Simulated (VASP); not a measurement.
# SiO2 (P4_12_12) in VASP: a series of runs

The runs below take SiO2 through electric field gradients, with PBE.

Program: VASP 6.6.1. These are calculated values, not measurements. Logs are shortened: lines on timing, memory, paths and dates and some standing lists are left out, and cuts for length are marked.

**1. The cell of the first run**

The structure is tetragonal, space group P4_12_12 (No. 92). Conventional cell: a = 7.464 Å, b = 7.464 Å, c = 8.620 Å, α = 90.00°, β = 90.00°, γ = 90.00°. Within 2.1 Å of Si (site symmetry 2) lie 4 O at 1.57 to 1.65 Å. Si (site symmetry 1) has 3 O at 1.59 to 1.61 Å within 2.1 Å. O (site symmetry 1) has 2 Si at 1.57 to 1.61 Å within 2.1 Å. Within 2.1 Å of O (site symmetry 1) lie 2 Si at 1.61 to 1.65 Å. Within 2.1 Å of O (site symmetry 1) lie 1 Si at 1.59 Å.

**2. Electric field gradients, PBE**

INCAR

```
PREC = Accurate
ENCUT = 520
EDIFF = 1E-8
ISMEAR = -1
SIGMA = 0.02
LREAL = Auto
LASPH = T
NELM = 100
ALGO = Normal
ISIF = 2
LWAVE = F
LCHARG = F
GGA = PE
LEFG = T
NBANDS = 120
```

KPOINTS

```
regular mesh
0
Gamma
  4 4 3
```

POSCAR

```
SiO2
1.0
    7.4640000000      0.0000000000      0.0000000000
    0.0000000000      7.4640000000      0.0000000000
    0.0000000000      0.0000000000      8.6200000000
Si O
12 24
Direct
    0.4100000000      0.4100000000      0.0000000000
    0.0900000000      0.9100000000      0.2500000000
    0.5900000000      0.5900000000      0.5000000000
    0.9100000000      0.0900000000      0.7500000000
    0.3260000000      0.1200000000      0.2480000000
    0.3800000000      0.8260000000      0.4980000000
    0.6740000000      0.8800000000      0.7480000000
    0.6200000000      0.1740000000      0.9980000000
    0.8260000000      0.3800000000      0.5020000000
    0.8800000000      0.6740000000      0.2520000000
    0.1740000000      0.6200000000      0.0020000000
    0.1200000000      0.3260000000      0.7520000000
    0.3440000000      0.2970000000      0.1430000000
    0.2030000000      0.8440000000      0.3930000000
    0.6560000000      0.7030000000      0.6430000000
    0.7970000000      0.1560000000      0.8930000000
    0.8440000000      0.2030000000      0.6070000000
    0.7030000000      0.6560000000      0.3570000000
    0.1560000000      0.7970000000      0.1070000000
    0.2970000000      0.3440000000      0.8570000000
    0.1170000000      0.1230000000      0.2960000000
    0.3770000000      0.6170000000      0.5460000000
    0.8830000000      0.8770000000      0.7960000000
    0.6230000000      0.3830000000      0.0460000000
    0.6170000000      0.3770000000      0.4540000000
    0.8770000000      0.8830000000      0.2040000000
    0.3830000000      0.6230000000      0.9540000000
    0.1230000000      0.1170000000      0.7040000000
    0.4450000000      0.1320000000      0.4000000000
    0.3680000000      0.9450000000      0.6500000000
    0.5550000000      0.8680000000      0.9000000000
    0.6320000000      0.0550000000      0.1500000000
    0.9450000000      0.3680000000      0.3500000000
    0.8680000000      0.5550000000      0.1000000000
    0.0550000000      0.6320000000      0.8500000000
    0.1320000000      0.4450000000      0.6000000000
```

Potentials or basis: VASP PAW PBE potentials, release 64 (Si, O).

Launch:

```
cat potpaw_PBE.64/Si/POTCAR potpaw_PBE.64/O/POTCAR > POTCAR
mpirun -np 1 vasp_std > vasp.out
```

OUTCAR:

```text
PREC = Accurate
   ENCUT = 520
   EDIFF = 1E-8
   ISMEAR = -1
   LREAL = Auto
   LASPH = T
   NELM = 100
   ISIF = 2
   GGA = PE

 ion  position               nearest neighbor table
   1  0.410  0.410  0.000-  13 1.57  20 1.57  24 1.65  27 1.65   8 2.36  11 2.36   5 3.11  12 3.11

   2  0.090  0.910  0.250-  14 1.57  19 1.57  21 1.65  26 1.65   5 2.36  10 2.36   6 3.11  11 3.11

   3  0.590  0.590  0.500-  15 1.57  18 1.57  22 1.65  25 1.65   6 2.36   9 2.36   7 3.11  10 3.11
[... 41 lines left out ...]
  35  0.055  0.632  0.850-  11 1.59  12 2.48
  36  0.132  0.445  0.600-  12 1.59   9 2.48

  LATTYP: Found a simple tetragonal cell.
 ALAT       =     7.4640000000
 C/A-ratio  =     1.1548767417

  Lattice vectors:

 A1 = (   7.4640000000,   0.0000000000,   0.0000000000)
 A2 = (   0.0000000000,   7.4640000000,   0.0000000000)
 A3 = (   0.0000000000,   0.0000000000,   8.6200000000)

Analysis of symmetry for initial positions (statically):
=====================================================================
 Subroutine PRICEL returns:
 Original cell was already a primitive cell.

 Routine SETGRP: Setting up the symmetry group for a
 simple tetragonal supercell.

 Subroutine GETGRP returns: Found  8 space group operations
 (whereof  2 operations were pure point group operations)
 out of a pool of 16 trial point group operations.

The static configuration has the point symmetry C_2 .
 The point group associated with its full space group is D_4 .

Analysis of symmetry for dynamics (positions and initial velocities):
=====================================================================
 Subroutine PRICEL returns:
 Original cell was already a primitive cell.

 Routine SETGRP: Setting up the symmetry group for a
 simple tetragonal supercell.

 Subroutine GETGRP returns: Found  8 space group operations
 (whereof  2 operations were pure point group operations)
 out of a pool of 16 trial point group operations.

The dynamic configuration has the point symmetry C_2 .
 The point group associated with its full space group is D_4 .

 Subroutine INISYM returns: Found  8 space group operations
 (whereof  2 operations are pure point group operations),
 and found     1 'primitive' translations

----------------------------------------------------------------------------------------

                                     Primitive cell

  volume of cell :     480.2314

  direct lattice vectors                    reciprocal lattice vectors
     7.464000000  0.000000000  0.000000000     0.133976420  0.000000000  0.000000000
     0.000000000  7.464000000  0.000000000     0.000000000  0.133976420  0.000000000
     0.000000000  0.000000000  8.620000000     0.000000000  0.000000000  0.116009281

  length of vectors
     7.464000000  7.464000000  8.620000000     0.133976420  0.133976420  0.116009281

  position of ions in fractional coordinates (direct lattice)
     0.410000000  0.410000000  0.000000000
     0.090000000  0.910000000  0.250000000
     0.590000000  0.590000000  0.500000000
     0.910000000  0.090000000  0.750000000
     0.326000000  0.120000000  0.248000000
     0.380000000  0.826000000  0.498000000
[... 28 lines left out ...]
     0.055000000  0.632000000  0.850000000
     0.132000000  0.445000000  0.600000000

  ion indices of the primitive-cell ions
   primitive index   ion index
                 1           1
                 2           2
                 3           3
                 4           4
                 5           5
                 6           6
[... 28 lines left out ...]
                35          35
                36          36

----------------------------------------------------------------------------------------

 KPOINTS: regular mesh
[... 51 lines left out ...]
   LSORBIT =      F    spin-orbit coupling
   LASPH  =      T    aspherical Exc in radial PAW
   ENCUT  =  520.0 eV  38.22 Ry    6.18 a.u.  13.88 13.88 16.03*2*pi/ulx,y,z
   NELM   =    100;   NELMIN=  2; NELMDL= -5     # of ELM steps
   EDIFF  = 0.1E-07   stopping-criterion for ELM
   LREAL  =      T    real-space projection
   EDIFFG = 0.1E-06   stopping-criterion for IOM
   NSW    =      0    number of steps for IOM
   IBRION =     -1    ionic relax: 0-MD 1-quasi-New 2-CG
   NFREE  =      0    steps in history (QN), initial steepest desc. (CG)
   ISIF   =      2    stress and relaxation
   ISYM   =      2    0-nonsym 1-usesym 2-fastsym
   POTIM  = 0.5000    time-step for ionic-motion
   TEBEG  =    0.0;   TEEND  =   0.0 temperature during run
   PSTRESS=    0.0 pullay stress
   NELECT =     192.0000    total number of electrons
   NUPDOWN=      -1.0000    fix difference up-down
   EMIN   =  10.00;   EMAX   =-10.00  energy-range for DOS
   EFERMI =   0.00;   METHOD = LEGACY
   ISMEAR =    -1;   SIGMA  =   0.02  broadening in eV -4-tet -1-fermi 0-gaus
   EFERMI_NEDOS =   21; number of points for ismear=-14 and -15
   IALGO  =     38    algorithm
   IMIX   =      4    mixing-type and parameters
     AMIX     =   0.40;   BMIX     =  1.00
     AMIX_MAG =   1.60;   BMIX_MAG =  1.00
  volume/ion in A,a.u.               =      13.34        90.02
  Fermi-wavevector in a.u.,A,eV,Ry     =   1.206031  2.279068 19.789814  1.454510
  Thomas-Fermi vector in A             =   2.341710
   LORBIT       =      0    0 simple, 1 ext, 2 COOP (PROOUT), +10 PAW based schemes
   GGA     = PE    functional components
[... 5 lines left out ...]
 non-spin polarized calculation
  energy-cutoff  :      520.00
  volume of cell :      480.23
 maximum number of plane-waves:     12992
 NGX is ok and might be reduce to    56
   NGX = 27   NGY = 27   NGZ = 33

 number of electron     191.9999983 magnetization

 Free energy of the ion-electron system (eV)
  ---------------------------------------------------
  ext. energy  EPLUGINS =         0.00000000
  ---------------------------------------------------
  free energy    TOTEN  =      -236.88471723 eV

  energy without entropy =     -236.87862699  energy(sigma->0) =     -236.88167211

 E-fermi :   2.7719     XC(G=0):  -8.9545

 val. band max:        2.7558313792   @ k =   0.2500   0.0000   0.0000
 cond. band min:       2.7796752994   @ k =   0.0000   0.0000   0.0000
 fundamental gap:      0.0238439202
 Fermi energy:         2.7719388053

 k-point     1 :       0.0000    0.0000    0.0000
  band No.  band energies     occupation
      1     -19.7413      2.00000
      2     -19.4502      2.00000
      3     -19.4502      2.00000
      4     -19.1418      2.00000
      5     -18.7024      2.00000
      6     -18.5700      2.00000
[... 1321 lines left out ...]
    107       7.9563      0.00000
    108       7.9563      0.00000
 [bands above 108 left out]

------------------------ aborting loop because EDIFF is reached ----------------------------------------

  FORCE on cell =-STRESS in cart. coord.  units (eV):
  Direction    XX          YY          ZZ          XY          YZ          ZX
  --------------------------------------------------------------------------------------
  -------------------------------------------------------------------------------------
  Total       53.5368787     53.5368787     42.9973382      0.0000000      0.0000000      0.0000000
  in kB      178.6130155    178.6130155    143.4503545      0.0000000      0.0000000      0.0000000
  external PRESSURE =     166.8921285 kB  Pullay stress =       0.0000000 kB

 VOLUME and BASIS-vectors are now :
 -----------------------------------------------------------------------------
  energy-cutoff  :      520.00
  volume of cell :      480.23
      direct lattice vectors                 reciprocal lattice vectors
     7.464000000  0.000000000  0.000000000     0.133976420  0.000000000  0.000000000
     0.000000000  7.464000000  0.000000000     0.000000000  0.133976420  0.000000000
     0.000000000  0.000000000  8.620000000     0.000000000  0.000000000  0.116009281

 POSITION                                       TOTAL-FORCE (eV/Angst)
 -----------------------------------------------------------------------------------
      3.06024      3.06024      0.00000         2.453857      2.453857      0.000000
      0.67176      6.79224      2.15500        -2.453857      2.453857      0.000000
      4.40376      4.40376      4.31000        -2.453857     -2.453857      0.000000
      6.79224      0.67176      6.46500         2.453857     -2.453857      0.000000
      2.43326      0.89568      2.13776         4.193300      3.233153      2.155373
      2.83632      6.16526      4.29276        -3.233153      4.193300      2.155373
[... 28 lines left out ...]
      0.41052      4.71725      7.32700         0.092360     -2.424591     -0.007441
      0.98525      3.32148      5.17200        -2.424591     -0.092360     -0.007441
 -----------------------------------------------------------------------------------
    total drift:                               -0.000000      0.000000      0.000000

  FREE ENERGIE OF THE ION-ELECTRON SYSTEM (eV)
  ---------------------------------------------------
  free  energy   TOTEN  =      -236.8847172264 eV

  energy  without entropy=     -236.8786269945  energy(sigma->0) =     -236.88167211

 Electric field gradients (V/A^2)
---------------------------------------------------------------------
 ion       V_xx      V_yy      V_zz      V_xy      V_xz      V_yz
---------------------------------------------------------------------
   1      -5.199    -5.199    10.397    -1.869   -34.506    34.506
   2      -5.199    -5.199    10.397     1.869   -34.506   -34.506
   3      -5.199    -5.199    10.397    -1.869    34.506   -34.506
   4      -5.199    -5.199    10.397     1.869    34.506    34.506
   5     -39.216    37.540     1.676   -12.253   -35.551    42.299
   6      37.540   -39.216     1.676    12.253   -42.299   -35.551
[... 28 lines left out ...]
  35     -75.225    75.101     0.125   -14.907    50.031   -35.582
  36      75.101   -75.225     0.125    14.907   -35.582   -50.031
---------------------------------------------------------------------

 Electric field gradients after diagonalization (V/A^2)
 (convention: |V_zz| > |V_xx| > |V_yy|)
----------------------------------------------------------------------
 ion       V_xx      V_yy      V_zz     asymmetry (V_yy - V_xx)/ V_zz
----------------------------------------------------------------------
   1     -45.746    -7.068    52.814       0.732
   2     -45.746    -7.068    52.814       0.732
   3     -45.746    -7.068    52.814       0.732
   4     -45.746    -7.068    52.814       0.732
   5     -61.235   -12.578    73.813       0.659
   6     -61.235   -12.578    73.813       0.659
[... 28 lines left out ...]
  35      96.022     4.198  -100.220       0.916
  36      96.022     4.198  -100.220       0.916
----------------------------------------------------------------------

           NMR quadrupolar parameters

 Cq : quadrupolar parameter    Cq=e*Q*V_zz/h
 eta: asymmetry parameters     (V_yy - V_xx)/ V_zz
 Q  : nuclear electric quadrupole moment in mb (millibarn)
----------------------------------------------------------------------
 ion       Cq(MHz)       eta       Q (mb)
----------------------------------------------------------------------
   1       0.128       0.732       1.000
   2       0.128       0.732       1.000
   3       0.128       0.732       1.000
   4       0.128       0.732       1.000
   5       0.178       0.659       1.000
   6       0.178       0.659       1.000
[... 28 lines left out ...]
  35      -0.242       0.916       1.000
  36      -0.242       0.916       1.000
----------------------------------------------------------------------
```

It took 22 min on 1 thread of Intel Xeon Platinum 8259CL at 2.50GHz (Skylake/Cascade Lake), shared host; peak memory 0.7 GiB.

Results:

| Quantity | Value |
| --- | --- |
| Free energy | -236.8847 eV |
| Pressure | 16.7 GPa |
| Largest force | 5.717 eV/Å |
| Band gap on the k mesh | zero (band 96 reaches 2.76 eV, above the bottom of band 97 at 2.73 eV) |

Forces in eV/Å, atoms in the order of the input:
```
Si   2.454  2.454  0.000
Si  -2.454  2.454  0.000
Si  -2.454 -2.454  0.000
Si   2.454 -2.454  0.000
Si   4.193  3.233  2.155
Si  -3.233  4.193  2.155
Si  -4.193 -3.233  2.155
Si   3.233 -4.193  2.155
Si   4.193 -3.233 -2.155
Si  -3.233 -4.193 -2.155
Si  -4.193  3.233 -2.155
Si   3.233  4.193 -2.155
O   -2.440  0.254  0.730
O   -0.254 -2.440  0.730
O    2.440 -0.254  0.730
O    0.254  2.440  0.730
O   -2.440 -0.254 -0.730
O   -0.254  2.440 -0.730
O    2.440  0.254 -0.730
O    0.254 -2.440 -0.730
O   -1.037 -0.878 -2.539
O    0.878 -1.037 -2.539
O    1.037  0.878 -2.539
O   -0.878  1.037 -2.539
O   -1.037  0.878  2.539
O    0.878  1.037  2.539
O    1.037 -0.878  2.539
O   -0.878 -1.037  2.539
O   -0.092 -2.425  0.007
O    2.425 -0.092  0.007
O    0.092  2.425  0.007
O   -2.425  0.092  0.007
O   -0.092  2.425 -0.007
O    2.425  0.092 -0.007
O    0.092 -2.425 -0.007
O   -2.425 -0.092 -0.007
```

Stress tensor (GPa, compression positive):
```
17.86  0.00  0.00
 0.00 17.86  0.00
 0.00  0.00 14.35
```

Levels at points of the mesh, in eV from the Fermi level:
| k point | band 92 | band 93 | band 94 | band 95 | band 96 | band 97 | band 98 | band 99 | band 100 | band 101 |
| --- | --- | --- | --- | --- | --- | --- | --- | --- | --- | --- |
| (0.00, 0.00, 0.00) | -1.02 | -0.94 | -0.94 | -0.34 | -0.07 | 0.01 | 0.65 | 0.70 | 0.70 | 1.08 |
| (0.50, 0.00, 0.00) | -1.04 | -0.96 | -0.96 | -0.08 | -0.08 | 0.45 | 0.45 | 0.61 | 0.61 | 1.05 |
| (0.50, 0.50, 0.00) | -1.17 | -0.91 | -0.91 | -0.07 | -0.07 | 0.72 | 0.72 | 0.85 | 0.85 | 0.93 |

Electric field gradients, principal values (V/Å²):
| atom | least | middle | greatest (by size) |
| --- | --- | --- | --- |
| 1 Si | -7.068 | -45.746 | 52.814 |
| 2 Si | -7.068 | -45.746 | 52.814 |
| 3 Si | -7.068 | -45.746 | 52.814 |
| 4 Si | -7.068 | -45.746 | 52.814 |
| 5 Si | -12.578 | -61.235 | 73.813 |
| 6 Si | -12.578 | -61.235 | 73.813 |
| 7 Si | -12.578 | -61.235 | 73.813 |
| 8 Si | -12.578 | -61.235 | 73.813 |
| 9 Si | -12.578 | -61.235 | 73.813 |
| 10 Si | -12.578 | -61.235 | 73.813 |
| 11 Si | -12.578 | -61.235 | 73.813 |
| 12 Si | -12.578 | -61.235 | 73.813 |
| 13 O | -9.884 | -78.997 | 88.881 |
| 14 O | -9.884 | -78.997 | 88.881 |
| 15 O | -9.884 | -78.997 | 88.881 |
| 16 O | -9.884 | -78.997 | 88.881 |
| 17 O | -9.884 | -78.997 | 88.881 |
| 18 O | -9.884 | -78.997 | 88.881 |
| 19 O | -9.884 | -78.997 | 88.881 |
| 20 O | -9.884 | -78.997 | 88.881 |
| 21 O | -2.091 | -118.431 | 120.522 |
| 22 O | -2.091 | -118.431 | 120.522 |
| 23 O | -2.091 | -118.431 | 120.522 |
| 24 O | -2.091 | -118.431 | 120.522 |
| 25 O | -2.091 | -118.431 | 120.522 |
| 26 O | -2.091 | -118.431 | 120.522 |
| 27 O | -2.091 | -118.431 | 120.522 |
| 28 O | -2.091 | -118.431 | 120.522 |
| 29 O | 4.198 | 96.022 | -100.220 |
| 30 O | 4.198 | 96.022 | -100.220 |
| 31 O | 4.198 | 96.022 | -100.220 |
| 32 O | 4.198 | 96.022 | -100.220 |
| 33 O | 4.198 | 96.022 | -100.220 |
| 34 O | 4.198 | 96.022 | -100.220 |
| 35 O | 4.198 | 96.022 | -100.220 |
| 36 O | 4.198 | 96.022 | -100.220 |

Caveat: without QUAD_EFG the Cq values of the log hold for a quadrupole moment of 1 mb, not for the nuclei; forces of over 1 eV/Å act on the atoms, so gaps and moduli don't describe the material at rest.

[end of part 1 of 2]
